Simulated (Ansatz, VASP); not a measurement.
**Two plane-wave programs on Ba2ZrO3**

```xyz
6
Lattice="5.8056 0.0000 0.0000 -2.9028 5.0278 0.0000 0.0000 0.0000 3.9677" Properties=species:S:1:pos:R:3 pbc="T T T"
Ba    2.9028    1.6759    0.0000
Ba    0.0000    3.3519    0.0000
Zr    0.0000    0.0000    1.9839
O     1.4514    2.5139    1.9839
O     2.9028    0.0000    1.9839
O    -1.4514    2.5139    1.9839
```

Change from the starting cell: species swapped into the ErCo3Ge2 type (P6mm, No. 183).

Alike in both runs: functional PBE; k mesh 6 × 6 × 10; occupations gaussian, width 0.1 eV; no spin polarisation.

Ansatz relaxed the structure, and its values are those at the end. VASP's run is a single point on that final structure, the one shown.

|  | VASP | Ansatz |
| --- | --- | --- |
| version | VASP 6.6.1 | Ansatz 0.2.0 |
| potentials or method | VASP PAW PBE potentials, release 64 (Ba_sv, Zr_sv, O), cutoff 520 eV | scalar-relativistic, plane waves, PAW |
| valence electrons in the cell | 50 | 50 |

|  | VASP | Ansatz | Ansatz less VASP |
| --- | --- | --- | --- |
| gap on the k mesh at the Fermi level (eV) | none | none | - |
| pressure (GPa) | 2.3 | 0.0 | -2.26 |

A gap of «none» marks a metal or a gap that the smearing closes. The functional is the same, so the differences come from potentials, cutoffs and numerics.

Neither program's run includes spin-orbit coupling.
